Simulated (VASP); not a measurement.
**Hf: single point with PBE**

Crystal: Hf.

```
Hf
1.0
    -2.39757    2.39757    1.31803
     2.39757   -2.39757    1.31803
     2.39757    2.39757   -1.31803
Hf
2
Cartesian
  0.0000 -1.1988 -0.3295
  0.0000 1.1988 0.3295
```

This cell differs from its parent crystal: volume scaled by 0.65.

| Item | Value |
| --- | --- |
| Program | VASP 6.6.1 |
| Task | single point |
| Functional | PBE |
| Potentials or basis | VASP PAW PBE potentials, release 64 (Hf_pv) |
| Cutoff | 520 eV |
| k mesh | 14 × 14 × 14 |
| Occupations | fermi-dirac, width 0.05 eV |
| Spin | no spin polarisation |
| Dipole correction | no |
| Further INCAR settings | ALGO = Normal; EDIFF = 1e-07; NBANDS = 17 |

```json
{
  "Pressure": "80.1 GPa",
  "Band gap on the k mesh": "zero (band 10 reaches 7.88 eV, above the bottom of band 11 at 6.23 eV)"
}
```

Stress tensor (GPa, compression positive):
```
79.89  0.00  0.00
 0.00 79.89  0.00
 0.00  0.00 80.52
```

Levels at points of the mesh, in eV from the Fermi level:
```tsv
k point	band 6	band 7	band 8	band 9	band 10	band 11	band 12	band 13	band 14	band 15
(0.00, 0.00, 0.00)	-28.35	-7.64	-5.45	-1.98	-1.50	-0.09	4.80	4.80	5.18	5.18
(0.50, 0.00, 0.00)	-28.22	-4.08	-3.97	-1.74	-0.15	1.99	2.89	2.95	4.92	7.78
(0.50, 0.50, 0.00)	-28.26	-3.74	-3.74	-1.01	-1.01	1.81	1.81	3.61	3.61	7.30
(0.50, 0.50, 0.50)	-27.97	-3.63	-3.63	0.12	0.12	1.83	1.83	4.49	4.49	6.55
```

Run time: 65 s on 1 thread of Intel(R) Xeon(R) 6975P-C (Granite Rapids), with other jobs on the host, peak memory 0.23 GiB.

Caveat: spin-orbit coupling is left out, which moves the levels of the heavy elements.
